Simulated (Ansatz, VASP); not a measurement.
**Si in VASP and in Ansatz**

The input POSCAR:

```
Si
1.0
    0.0000000000      2.7221220760      2.7221220760
    2.7221220760      0.0000000000      2.7221220760
    2.7221220760      2.7221220760      0.0000000000
Si
2
Direct
    0.7500000000      0.7500000000      0.7500000000
    0.5000000000      0.5000000000      0.5000000000
```

File INCAR.step1:

```
SYSTEM = Si
ALGO = Normal
EDIFF = 1E-4
ENCUT = 520
GGA = PE
ISMEAR = 0
LASPH = .True.
LCHARG = .False.
LREAL = .False.
LWAVE = .True.
NBANDS = 11
NELM = 100
PREC = Accurate
SIGMA = 0.05
```

INCAR.step2

```
SYSTEM = Si
ALGO = Normal
EDIFF = 1E-6
ENCUT = 520
ISIF = 2
ISMEAR = 0
ISTART = 1
LASPH = .True.
LCHARG = .False.
LMIXTAU = .True.
LREAL = .False.
LWAVE = .False.
METAGGA = R2SCAN
NBANDS = 11
NELM = 100
PREC = Accurate
SIGMA = 0.05
```

KPOINTS

```
k-points
0
Gamma
  14 14 14
  0 0 0
```

Input for Ansatz:

```yaml
crystal:
  lattice:
    - [0.0, 2.722122076, 2.722122076]
    - [2.722122076, 0.0, 2.722122076]
    - [2.722122076, 2.722122076, 0.0]
  atoms:
    - { symbol: Si, position: [0.75, 0.75, 0.75] }
    - { symbol: Si, position: [0.5, 0.5, 0.5] }
basis:
  ecutwfc: 500
  ecutrho_ratio: 4
kpoints:
  mp_grid: { grid: [14, 14, 14] }
hamiltonian:
  xc: r2scan
scf:
  occupations: { method: gaussian, width: 0.05 }
output:
  forces: true
  stress: true
  eigenvalues: true
```

Alike in both runs: task single point; functional r2SCAN; k mesh 14 × 14 × 14; occupations gaussian, width 0.05 eV; no spin polarisation.

|  | VASP | Ansatz |
| --- | --- | --- |
| version | VASP 6.6.1 | Ansatz 0.2.0 |
| potentials or method | VASP PAW PBE potentials, release 64 (Si), cutoff 520 eV | scalar-relativistic, plane waves, PAW |
| valence electrons in the cell | 8 | 8 |

|  | VASP | Ansatz | Ansatz less VASP |
| --- | --- | --- | --- |
| gap on the k mesh at the Fermi level (eV) | 0.79 | 0.77 | -0.015 |
| least direct gap on the mesh (eV) | 2.76 | 2.74 | -0.016 |
| pressure (GPa) | -0.2 | 0.0 | +0.24 |

VASP's potentials were made for PBE, not for r2SCAN.
